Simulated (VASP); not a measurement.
# CsH (Fm-3m) in VASP: settings compared

The runs below take CsH through single point, with r2SCAN, HSE06.

All numbers are computed with VASP 6.6.1; they aren't measurements. Logs are shortened: lines on timing, memory, paths and dates and some standing lists are left out, and cuts for length are marked.

**1. The cell of the first run**

Symmetry: Fm-3m, No. 225, cubic system. The conventional cell has a = 6.378 Å, b = 6.378 Å, c = 6.378 Å, α = 90.00°, β = 90.00°, γ = 90.00°. Within 4.2 Å of Cs (site symmetry m-3m) lie 6 H at 3.19 Å. H (site symmetry m-3m) has 6 Cs at 3.19 Å within 4.2 Å.

**2. Single point, r2SCAN**

POSCAR reads:

```
CsH
1.0
    0.0000000000      3.1892011639      3.1892011639
    3.1892011639      0.0000000000      3.1892011639
    3.1892011639      3.1892011639      0.0000000000
Cs H
1 1
Direct
    0.0000000000      0.0000000000      0.0000000000
    0.5000000000      0.5000000000      0.5000000000
```

INCAR.step1 reads:

```
PREC = Accurate
ENCUT = 520
ISMEAR = 0
SIGMA = 0.01
LREAL = F
LASPH = T
NELM = 60
NBANDS = 12
GGA = PE
ALGO = Normal
EDIFF = 1E-4
LWAVE = T
LCHARG = F
```

INCAR.step2 reads:

```
PREC = Accurate
ENCUT = 520
EDIFF = 1E-6
ISMEAR = 0
SIGMA = 0.01
LREAL = F
LASPH = T
NELM = 60
ALGO = Normal
ISIF = 2
LWAVE = F
LCHARG = T
METAGGA = R2SCAN
LMIXTAU = T
LELF = T
LVHAR = T
NBANDS = 12
ISTART = 1
```

KPOINTS reads:

```
Automatic mesh
0
Gamma
  4 4 4
```

Potentials or basis: VASP PAW PBE potentials, release 64 (Cs_sv, H).

The run is started by

```bash
> cat potpaw_PBE.64/Cs_sv/POTCAR potpaw_PBE.64/H/POTCAR > POTCAR
> cp INCAR.step1 INCAR
> mpirun -np 1 vasp_std > vasp.out
> cp INCAR.step2 INCAR
> mpirun -np 1 vasp_std > vasp.out
```

OUTCAR:

```text
PREC = Accurate
   ENCUT = 520
   EDIFF = 1E-6
   ISMEAR = 0
   LREAL = F
   LASPH = T
   NELM = 60
   ISIF = 2
   METAGGA = R2SCAN
   ISTART = 1

 ion  position               nearest neighbor table
   1  0.000  0.000  0.000-
   2  0.500  0.500  0.500-

  LATTYP: Found a face centered cubic cell.
 ALAT       =     6.3784023278

  Lattice vectors:

 A1 = (   0.0000000000,   3.1892011639,   3.1892011639)
 A2 = (   3.1892011639,   0.0000000000,   3.1892011639)
 A3 = (   3.1892011639,   3.1892011639,   0.0000000000)

Analysis of symmetry for initial positions (statically):
=====================================================================
 Subroutine PRICEL returns:
 Original cell was already a primitive cell.

 Routine SETGRP: Setting up the symmetry group for a
 face centered cubic supercell.

 Subroutine GETGRP returns: Found 48 space group operations
 (whereof 48 operations were pure point group operations)
 out of a pool of 48 trial point group operations.

The static configuration has the point symmetry O_h .

Analysis of symmetry for dynamics (positions and initial velocities):
=====================================================================
 Subroutine PRICEL returns:
 Original cell was already a primitive cell.

 Routine SETGRP: Setting up the symmetry group for a
 face centered cubic supercell.

 Subroutine GETGRP returns: Found 48 space group operations
 (whereof 48 operations were pure point group operations)
 out of a pool of 48 trial point group operations.

The dynamic configuration has the point symmetry O_h .

 Subroutine INISYM returns: Found 48 space group operations
 (whereof 48 operations are pure point group operations),
 and found     1 'primitive' translations

----------------------------------------------------------------------------------------

                                     Primitive cell

  volume of cell :      64.8748

  direct lattice vectors                    reciprocal lattice vectors
     0.000000000  3.189201164  3.189201164    -0.156779072  0.156779072  0.156779072
     3.189201164  0.000000000  3.189201164     0.156779072 -0.156779072  0.156779072
     3.189201164  3.189201164  0.000000000     0.156779072  0.156779072 -0.156779072

  length of vectors
     4.510211539  4.510211539  4.510211539     0.271549319  0.271549319  0.271549319

  position of ions in fractional coordinates (direct lattice)
     0.000000000  0.000000000  0.000000000
     0.500000000  0.500000000  0.500000000

  ion indices of the primitive-cell ions
   primitive index   ion index
                 1           1
                 2           2

----------------------------------------------------------------------------------------

 KPOINTS: Automatic mesh

Automatic generation of k-mesh.
 Grid dimensions read from file:
 generate k-points for:    4    4    4

 Generating k-lattice:

  Cartesian coordinates                     Fractional coordinates (reciprocal lattice)
    -0.039194768  0.039194768  0.039194768     0.250000000  0.000000000  0.000000000
     0.039194768 -0.039194768  0.039194768     0.000000000  0.250000000  0.000000000
     0.039194768  0.039194768 -0.039194768     0.000000000  0.000000000  0.250000000

  Length of vectors
     0.067887330  0.067887330  0.067887330

  Shift w.r.t. Gamma in fractional coordinates (k-lattice)
     0.000000000  0.000000000  0.000000000

 Subroutine IBZKPT returns following result:
 ===========================================

 Found      8 irreducible k-points:

 Following reciprocal coordinates:
            Coordinates               Weight
  0.000000  0.000000  0.000000      1.000000
  0.250000  0.000000  0.000000      8.000000
  0.500000  0.000000  0.000000      4.000000
  0.250000  0.250000  0.000000      6.000000
  0.500000  0.250000  0.000000     24.000000
 -0.250000  0.250000  0.000000     12.000000
  0.500000  0.500000  0.000000      3.000000
 -0.250000  0.500000  0.250000      6.000000
   k-points           NKPTS =      8   k-points in BZ     NKDIM =      8   number of bands    NBANDS=     12
   number of dos      NEDOS =    301   number of ions     NIONS =      2
   total plane-waves  NPLWV =  46656
   dimension x,y,z NGX =    36 NGY =   36 NGZ =   36
   dimension x,y,z NGXF=    72 NGYF=   72 NGZF=   72
   ions per type =               1   1
   NGX,Y,Z   is equivalent  to a cutoff of  13.27, 13.27, 13.27 a.u.
   NGXF,Y,Z  is equivalent  to a cutoff of  26.54, 26.54, 26.54 a.u.
 SYSTEM =  unknown system
   PREC   = accura    normal or accurate (medium, high low for compatibility)
   ISTART =      1    job   : 0-new  1-cont  2-samecut
   ICHARG =      0    charge: 1-file 2-atom 10-const
   ISPIN  =      1    spin polarized calculation?
   LNONCOLLINEAR =      F non collinear calculations
   LSORBIT =      F    spin-orbit coupling
   LASPH  =      T    aspherical Exc in radial PAW
   ENCUT  =  520.0 eV  38.22 Ry    6.18 a.u.   8.39  8.39  8.39*2*pi/ulx,y,z
   NELM   =     60;   NELMIN=  2; NELMDL=  0     # of ELM steps
   EDIFF  = 0.1E-05   stopping-criterion for ELM
   LREAL  =      F    real-space projection
[... 7 lines left out ...]
   TEBEG  =    0.0;   TEEND  =   0.0 temperature during run
   PSTRESS=    0.0 pullay stress
   NELECT =      10.0000    total number of electrons
   NUPDOWN=      -1.0000    fix difference up-down
   EMIN   =  10.00;   EMAX   =-10.00  energy-range for DOS
   EFERMI =   0.00;   METHOD = LEGACY
   ISMEAR =     0;   SIGMA  =   0.01  broadening in eV -4-tet -1-fermi 0-gaus
   EFERMI_NEDOS =   21; number of points for ismear=-14 and -15
   IALGO  =     38    algorithm
   IMIX   =      4    mixing-type and parameters
     AMIX     =   0.40;   BMIX     =  1.00
     AMIX_MAG =   1.60;   BMIX_MAG =  1.00
  volume/ion in A,a.u.               =      32.44       218.90
  Fermi-wavevector in a.u.,A,eV,Ry     =   0.877774  1.658753 10.483125  0.770488
  Thomas-Fermi vector in A             =   1.997769
   LORBIT       =      0    0 simple, 1 ext, 2 COOP (PROOUT), +10 PAW based schemes
   METAGGA = R2SCAN    functional components
   LHFCALC =     F    Hartree Fock is set to
   AEXX    =    0.0000 exact exchange contribution
   IVDW    =     0    specifies the selected vdW correction
   LEPSILON=     F    determine dielectric tensor
   LRPA    =     F    only Hartree local field effects (RPA)
 non-spin polarized calculation
 Gauss-broadening in eV      SIGMA  =   0.01
  energy-cutoff  :      520.00
  volume of cell :       64.87
 maximum number of plane-waves:      1807
 NGX is ok and might be reduce to    36
   NGX = 17   NGY = 17   NGZ = 17

 number of electron       9.9999999 magnetization

 Free energy of the ion-electron system (eV)
  ---------------------------------------------------
  ext. energy  EPLUGINS =         0.00000000
  ---------------------------------------------------
  free energy    TOTEN  =       -28.98807302 eV

  energy without entropy =      -28.98807302  energy(sigma->0) =      -28.98807302

 E-fermi :   0.0017     XC(G=0):  -7.5525

 val. band max:       -0.1159696758   @ k =   0.5000   0.0000   0.0000
 cond. band min:       2.5465892722   @ k =   0.5000   0.0000   0.0000
 fundamental gap:      2.6625589480
 Fermi energy:         0.0016521800

 k-point     1 :       0.0000    0.0000    0.0000
  band No.  band energies     occupation
      1     -22.1911      2.00000
      2      -8.2775      2.00000
      3      -8.2775      2.00000
      4      -8.2775      2.00000
      5      -1.7639      2.00000
      6       5.5715      0.00000
      7       5.5715      0.00000
      8       5.5716      0.00000
      9       6.2145      0.00000
     10       7.4787      0.00000
     11       7.4787      0.00000
     12       9.1157      0.00000

 k-point     2 :       0.2500    0.0000    0.0000
  band No.  band energies     occupation
      1     -22.1511      2.00000
      2      -8.7247      2.00000
      3      -8.3240      2.00000
      4      -8.3240      2.00000
      5      -0.9801      2.00000
      6       3.8955      0.00000
      7       5.6268      0.00000
      8       5.6268      0.00000
      9       6.2711      0.00000
     10       7.1847      0.00000
     11       7.1847      0.00000
     12      11.3737      0.00000

 k-point     3 :       0.5000    0.0000    0.0000
  band No.  band energies     occupation
      1     -22.1103      2.00000
      2      -9.1119      2.00000
      3      -8.3693      2.00000
      4      -8.3693      2.00000
      5      -0.1160      2.00000
      6       2.5466      0.00000
      7       5.1363      0.00000
      8       5.1363      0.00000
      9       7.6675      0.00000
     10       8.7543      0.00000
     11       8.7543      0.00000
     12      10.2769      0.00000

 k-point     4 :       0.2500    0.2500    0.0000
  band No.  band energies     occupation
      1     -22.1380      2.00000
      2      -8.6900      2.00000
      3      -8.4144      2.00000
      4      -8.4144      2.00000
      5      -1.0675      2.00000
      6       4.1743      0.00000
      7       4.6936      0.00000
      8       6.4413      0.00000
      9       6.4413      0.00000
     10       7.4909      0.00000
     11       8.0822      0.00000
     12      11.5066      0.00000

 k-point     5 :       0.5000    0.2500    0.0000
  band No.  band energies     occupation
      1     -22.0976      2.00000
      2      -8.9443      2.00000
      3      -8.5833      2.00000
      4      -8.4593      2.00000
      5      -0.7236      2.00000
      6       3.5831      0.00000
      7       4.8027      0.00000
      8       6.2107      0.00000
      9       7.2124      0.00000
     10       8.9226      0.00000
     11       9.3275      0.00000
     12       9.9283      0.00000

 k-point     6 :      -0.2500    0.2500    0.0000
  band No.  band energies     occupation
      1     -22.1109      2.00000
      2      -8.8858      2.00000
      3      -8.5991      2.00000
      4      -8.3706      2.00000
      5      -0.5327      2.00000
      6       3.5931      0.00000
      7       4.4190      0.00000
      8       5.8375      0.00000
      9       7.0243      0.00000
     10       8.1848      0.00000
     11       9.2688      0.00000
     12      10.6209      0.00000

 k-point     7 :       0.5000    0.5000    0.0000
  band No.  band energies     occupation
      1     -22.0848      2.00000
      2      -8.9830      2.00000
      3      -8.5460      2.00000
      4      -8.5460      2.00000
      5      -1.2622      2.00000
      6       3.3854      0.00000
      7       5.9543      0.00000
      8       8.5135      0.00000
      9       8.8606      0.00000
     10       8.8606      0.00000
     11       8.9309      0.00000
     12       9.2463      0.00000

 k-point     8 :      -0.2500    0.5000    0.2500
  band No.  band energies     occupation
      1     -22.0844      2.00000
      2      -8.7730      2.00000
      3      -8.7730      2.00000
      4      -8.5911      2.00000
      5      -0.8412      2.00000
      6       4.4470      0.00000
      7       4.4470      0.00000
      8       5.6858      0.00000
      9       8.8284      0.00000
     10       9.2594      0.00000
     11       9.4904      0.00000
     12       9.4905      0.00000

------------------------ aborting loop because EDIFF is reached ----------------------------------------

  FORCE on cell =-STRESS in cart. coord.  units (eV):
  Direction    XX          YY          ZZ          XY          YZ          ZX
  --------------------------------------------------------------------------------------
  -------------------------------------------------------------------------------------
  Total        0.0165620      0.0165620      0.0165620     -0.0000000      0.0000000     -0.0000000
  in kB        0.4090238      0.4090238      0.4090238     -0.0000000      0.0000000     -0.0000000
  external PRESSURE =       0.4090238 kB  Pullay stress =       0.0000000 kB

 VOLUME and BASIS-vectors are now :
 -----------------------------------------------------------------------------
  energy-cutoff  :      520.00
  volume of cell :       64.87
      direct lattice vectors                 reciprocal lattice vectors
     0.000000000  3.189201164  3.189201164    -0.156779072  0.156779072  0.156779072
     3.189201164  0.000000000  3.189201164     0.156779072 -0.156779072  0.156779072
     3.189201164  3.189201164  0.000000000     0.156779072  0.156779072 -0.156779072

 POSITION                                       TOTAL-FORCE (eV/Angst)
 -----------------------------------------------------------------------------------
      0.00000      0.00000      0.00000        -0.000000      0.000000     -0.000000
      3.18920      3.18920      3.18920         0.000000     -0.000000      0.000000
 -----------------------------------------------------------------------------------
    total drift:                               -0.000000      0.000000      0.000000

  FREE ENERGIE OF THE ION-ELECTRON SYSTEM (eV)
  ---------------------------------------------------
  free  energy   TOTEN  =       -28.9880730176 eV

  energy  without entropy=      -28.9880730176  energy(sigma->0) =      -28.98807302
```

Wall time 56 s (1 thread of Intel Xeon 8259CL, shared host); peak memory 0.22 GiB.

What came out:

* Free energy: -28.9881 eV
* Pressure: 0.0 GPa
* Band gap on the k mesh: 2.66 eV

Caveat: the k points lie up to 0.43 Å⁻¹ apart; the PAW data sets were made with another functional, which shifts forces and pressure a little; spin-orbit coupling is left out, which moves the levels of the heavy elements. A k mesh can miss the band edges.

**3. Single point, r2SCAN**

POSCAR is that of step 2.

INCAR.step1 reads:

```
  ALGO = Normal
  EDIFF = 1E-4
  ENCUT = 520
  GGA = PE
  ISMEAR = 0
  LASPH = T
  LCHARG = F
  LREAL = F
  LWAVE = T
  NBANDS = 12
  NELM = 80
  PREC = Accurate
  SIGMA = 0.01
```

INCAR.step2 reads:

```
  ALGO = Normal
  EDIFF = 1E-6
  ENCUT = 520
  ISIF = 2
  ISMEAR = 0
  ISTART = 1
  LASPH = T
  LCHARG = F
  LMIXTAU = T
  LREAL = F
  LWAVE = F
  METAGGA = R2SCAN
  NBANDS = 12
  NELM = 80
  PREC = Accurate
  SIGMA = 0.01
```

KPOINTS reads:

```
k-points
0
Gamma
  6 6 6
```

Potentials or basis: VASP PAW PBE potentials, release 64 (Cs_sv, H).

The run is started by

```bash
> cat potpaw_PBE.64/Cs_sv/POTCAR potpaw_PBE.64/H/POTCAR > POTCAR
> cp INCAR.step1 INCAR
> mpirun -np 1 vasp_std > vasp.out
> cp INCAR.step2 INCAR
> mpirun -np 1 vasp_std > vasp.out
```

Wall time 78 s (1 thread of Intel Xeon 8259CL, shared host); peak memory 0.21 GiB.

Results (log left out):

* Free energy: -28.9888 eV
* Pressure: 0.0 GPa
* Band gap on the k mesh: 2.66 eV

Levels at points of the mesh, in eV from the valence-band top:
| k point | band 1 | band 2 | band 3 | band 4 | band 5 | band 6 | band 7 | band 8 | band 9 | band 10 |
| --- | --- | --- | --- | --- | --- | --- | --- | --- | --- | --- |
| (0.00, 0.00, 0.00) | -22.07 | -8.16 | -8.16 | -8.16 | -1.65 | 5.69 | 5.69 | 5.69 | 6.33 | 7.60 |
| (0.50, 0.00, 0.00) | -21.99 | -8.99 | -8.25 | -8.25 | 0.00 | 2.66 | 5.25 | 5.25 | 7.78 | 8.87 |
| (0.50, 0.50, 0.00) | -21.97 | -8.86 | -8.43 | -8.43 | -1.15 | 3.50 | 6.07 | 8.63 | 8.98 | 8.98 |

Caveat: the PAW data sets were made with another functional, which shifts forces and pressure a little; spin-orbit coupling is left out, which moves the levels of the heavy elements.

(Part 1 of 2 ends here.)
